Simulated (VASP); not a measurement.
# Li3Zn2 (Cmmm) in VASP: notebook, part 2 of 3

VASP 6.6.1. The steps go on from the part before.

### 3 Single point, PBE

This run uses another cell than the first one, of 18.12 Å³/atom, 1.224 times its volume.

INCAR

```
SYSTEM = Li3Zn2
PREC = Accurate
ENCUT = 520
EDIFF = 1E-6
ISMEAR = 0
SIGMA = 0.1
LREAL = .FALSE.
LASPH = .TRUE.
NELM = 100
ALGO = Normal
ISIF = 2
LWAVE = .FALSE.
LCHARG = .FALSE.
GGA = PE
NBANDS = 24
```

KPOINTS

```
Automatic mesh
0
G
  4 4 4
  0 0 0
```

POSCAR

```
Li3Zn2
1.0
    2.6408642563     -3.9476191688      0.0000000000
    2.6408642563      3.9476191688      0.0000000000
    0.0000000000      0.0000000000      4.3451427947
Li Zn
3 2
Direct
    0.1678853339      0.8321146661      0.5000000000
    0.8321146661      0.1678853339      0.5000000000
    0.5000000000      0.5000000000      0.5000000000
    0.7561181886      0.7561181886      0.0000000000
    0.2438818114      0.2438818114      0.0000000000
```

Potentials or basis: VASP PAW PBE potentials, release 64 (Li_sv, Zn).

On the command line:

```sh
> cat potpaw_PBE.64/Li_sv/POTCAR potpaw_PBE.64/Zn/POTCAR > POTCAR
> mpirun -np 1 vasp_std > vasp.out
```

Wall time 53 s (1 thread of Oxide Virtual Turin-like, shared host); peak memory 0.17 GiB.

The run converged. Its results:

```yaml
Free_energy: -7.7717 eV
Largest_force: 0.005 eV/Å
```

Forces on the atoms (eV/Å):
```
Li   0.000  0.004  0.000
Li   0.000 -0.004  0.000
Li   0.000  0.000  0.000
Zn  -0.005  0.000  0.000
Zn   0.005  0.000  0.000
```

Levels at points of the mesh, in eV from the Fermi level:
```tsv
k point	band 12	band 13	band 14	band 15	band 16	band 17	band 18	band 19	band 20	band 21
(0.00, 0.00, 0.00)	-6.63	-6.54	-6.21	-0.22	0.05	0.11	1.45	2.04	2.98	4.42
(0.50, 0.00, 0.00)	-6.90	-6.87	-4.79	-4.53	-0.05	1.34	2.15	2.19	3.99	4.07
(0.50, 0.50, 0.00)	-6.64	-6.63	-5.00	-2.42	-1.76	-0.65	1.39	4.18	4.68	4.84
(0.00, 0.00, 0.50)	-6.63	-6.51	-5.54	-2.72	0.46	1.48	1.64	3.26	3.34	3.65
(0.50, 0.00, 0.50)	-6.90	-6.86	-3.93	-3.83	-1.46	-1.17	1.54	1.91	2.51	5.03
(0.50, 0.50, 0.50)	-6.64	-6.57	-4.30	-1.68	-1.21	-0.51	-0.22	0.23	0.30	4.57
```

Caveat: the k points lie up to 0.36 Å⁻¹ apart; the cutoff is under 1.25 times the usual one of these potentials, so pressure, stress and relaxed cells hold a basis-set (Pulay) error.

### 4 Relaxation of cell and atoms, PBE

INCAR

```
PREC = Accurate
ENCUT = 600
EDIFF = 1E-6
ISMEAR = 0
SIGMA = 0.1
LREAL = False
LASPH = True
NELM = 100
ALGO = Normal
ISIF = 3
LWAVE = False
LCHARG = False
GGA = PE
IBRION = 2
NSW = 90
EDIFFG = -0.04
```

KPOINTS

```
regular mesh
0
Gamma
  4 4 4
```

POSCAR

```
Li3Zn2
1.0
    2.8533578900     -2.9660187400      0.0000000000
    2.8533578900      2.9660187400      0.0000000000
    0.0000000000      0.0000000000      4.3737381200
Li Zn
3 2
Direct
    0.1748700700      0.8251299300      0.5000000000
    0.8251299300      0.1748700700      0.5000000000
    0.5000000000      0.5000000000      0.5000000000
    0.7807865300      0.7807865300      0.0000000000
    0.2192134700      0.2192134700      0.0000000000
```

Potentials or basis: VASP PAW PBE potentials, release 64 (Li_sv, Zn).

On the command line:

```sh
> cat potpaw_PBE.64/Li_sv/POTCAR potpaw_PBE.64/Zn/POTCAR > POTCAR
> mpirun -np 1 vasp_std > vasp.out
```

OUTCAR:

```text
PREC = Accurate
   ENCUT = 600
   EDIFF = 1E-6
   ISMEAR = 0
   LREAL = False
   LASPH = True
   NELM = 100
   ISIF = 3
   GGA = PE
   IBRION = 2
   NSW = 90
   EDIFFG = -0.04

 ion  position               nearest neighbor table
   1  0.175  0.825  0.500-   3 1.93   2 2.07   4 2.72   5 2.72   4 2.72   5 2.72
   2  0.825  0.175  0.500-   3 1.93   1 2.07   4 2.72   5 2.72   4 2.72   5 2.72
   3  0.500  0.500  0.500-   1 1.93   2 1.93   4 2.71   5 2.71   4 2.71   5 2.71
   4  0.781  0.781  0.000-   5 2.50   3 2.71   3 2.71   2 2.72   1 2.72   2 2.72   1 2.72   5 2.99
                             5 2.99
   5  0.219  0.219  0.000-   4 2.50   3 2.71   3 2.71   2 2.72   1 2.72   2 2.72   1 2.72   4 2.99
                             4 2.99

  LATTYP: Found a base centered orthorhombic cell.
 ALAT       =     5.7067157800
 B/A-ratio  =     1.0394836029
 C/A-ratio  =     0.7664194764

  Lattice vectors:

 A1 = (   2.8533578900,  -2.9660187400,   0.0000000000)
 A2 = (   2.8533578900,   2.9660187400,   0.0000000000)
 A3 = (   0.0000000000,   0.0000000000,   4.3737381200)

Analysis of symmetry for initial positions (statically):
=====================================================================
 Subroutine PRICEL returns:
 Original cell was already a primitive cell.
[... 177 lines left out ...]

  FORCE on cell =-STRESS in cart. coord.  units (eV):
  Direction    XX          YY          ZZ          XY          YZ          ZX
  --------------------------------------------------------------------------------------
  -------------------------------------------------------------------------------------
  Total       -1.4607658      5.8251942     -0.6360184      0.0000000      0.0000000      0.0000000
  in kB      -31.6139138    126.0689342    -13.7647198      0.0000000      0.0000000      0.0000000
  external PRESSURE =      26.8967669 kB  Pullay stress =       0.0000000 kB
[... 98 lines left out ...]
  FREE ENERGIE OF THE ION-ELECTRON SYSTEM (eV)
  ---------------------------------------------------
  free  energy   TOTEN  =        -7.6583370778 eV

  energy  without entropy=       -7.6487057964  energy(sigma->0) =       -7.65352144

[... ionic steps 4 to 7 ...]

--------------------------------------- Ionic step        8  -------------------------------------------

 number of electron      32.9999996 magnetization

------------------------ aborting loop because EDIFF is reached ----------------------------------------
[... 73 lines left out ...]
--------------------------------------- Ionic step       10  -------------------------------------------

 number of electron      32.9999989 magnetization

 Free energy of the ion-electron system (eV)
  ---------------------------------------------------
  ext. energy  EPLUGINS =         0.00000000
  ---------------------------------------------------
  free energy    TOTEN  =        -7.68995653 eV

  energy without entropy =       -7.68619165  energy(sigma->0) =       -7.68807409

 E-fermi :   1.3642     XC(G=0):  -8.8075

 val. band max:        1.3478799184   @ k =   0.0000   0.0000   0.0000
 cond. band min:       1.4039794110   @ k =   0.5000   0.5000   0.5000
 fundamental gap:      0.0560994926
 Fermi energy:         1.3641638436

 k-point     1 :       0.0000    0.0000    0.0000
  band No.  band energies     occupation
      1     -45.0916      2.00000
      2     -45.0532      2.00000
      3     -44.7805      2.00000
      4      -6.2095      2.00000
      5      -5.8699      2.00000
      6      -5.8461      2.00000
[... 504 lines left out ...]
  FREE ENERGIE OF THE ION-ELECTRON SYSTEM (eV)
  ---------------------------------------------------
  free  energy   TOTEN  =        -7.6899565335 eV

  energy  without entropy=       -7.6861916481  energy(sigma->0) =       -7.68807409

 reached required accuracy - stopping structural energy minimisation
```

Run time: 4.4 min. Hardware: 1 thread of Oxide Virtual Turin-like, shared host; peak memory 0.18 GiB.

Results:

| Property | Result |
| --- | --- |
| Free energy | -7.6900 eV |
| Relaxed volume | 17.21 Å³/atom |
| Relaxed cell | a = 4.537 Å, b = 4.537 Å, c = 4.415 Å, α = 90.00°, β = 90.00°, γ = 108.81° |
| Space group after relaxing (to 0.05 Å) | Cmmm (No. 65) |
| Energy gained by relaxing | 155.1 meV/atom |
| Ionic steps | 10 |
| Pressure after relaxing | -0.1 GPa |
| Largest force after relaxing | 0.037 eV/Å |

Forces on the atoms (eV/Å):
```
Li   0.000  0.023  0.000
Li   0.000 -0.023  0.000
Li   0.000  0.000  0.000
Zn  -0.037  0.000  0.000
Zn   0.037  0.000  0.000
```

The path:
```csv
step,energy change (eV),largest force (eV/Å),pressure (GPa),volume (Å³)
1,0.0000,0.5201,2.69,74.03
2,-0.3194,0.4396,2.06,76.62
3,-0.7439,0.1224,0.87,83.25
4,-0.7524,0.0581,0.62,84.49
5,-0.7529,0.0667,0.64,84.31
6,-0.7529,0.0762,0.68,84.13
7,-0.7666,0.0805,0.11,85.67
8,-0.7705,0.0759,-0.40,87.04
9,-0.7744,0.0568,-0.24,86.45
10,-0.7755,0.0368,-0.14,86.03
```

Final structure:
```cif
data_structure
_symmetry_space_group_name_H-M 'P 1'
_symmetry_Int_Tables_number 1
_cell_length_a 4.5369
_cell_length_b 4.5369
_cell_length_c 4.4154
_cell_angle_alpha 90.000
_cell_angle_beta 90.000
_cell_angle_gamma 108.808
_cell_volume 86.03
loop_
_atom_site_label
_atom_site_type_symbol
_atom_site_fract_x
_atom_site_fract_y
_atom_site_fract_z
_atom_site_occupancy
Li1 Li 0.16956 0.83044 0.50000 1
Li2 Li 0.83044 0.16956 0.50000 1
Li3 Li 0.50000 0.50000 0.50000 1
Zn1 Zn 0.75604 0.75604 0.00000 1
Zn2 Zn 0.24396 0.24396 0.00000 1
```

Levels at points of the mesh, in eV from the Fermi level:
```
           k point  band 15  band 16  band 17  band 18  band 19  band 20
(0.00, 0.00, 0.00)    -0.31    -0.02     0.19     1.35     2.54     2.97
(0.50, 0.00, 0.00)    -4.62     0.20     1.75     1.85     1.87     3.68
(0.50, 0.50, 0.00)    -2.49    -1.99    -0.80     1.35     4.06     4.48
(0.00, 0.00, 0.50)    -2.89     0.58     1.56     1.84     3.18     3.65
(0.50, 0.00, 0.50)    -3.96    -1.56    -1.32     1.67     2.25     2.79
(0.50, 0.50, 0.50)    -1.62    -1.39    -0.74    -0.55     0.04     0.21
```

Caveat: the k points lie up to 0.37 Å⁻¹ apart in the final cell; the cutoff is under 1.25 times the usual one of these potentials, so pressure, stress and relaxed cells hold a basis-set (Pulay) error; the volume moved by over 15 % at a fixed basis, so the end points are rough.

(Part 2 of 3 ends here.)
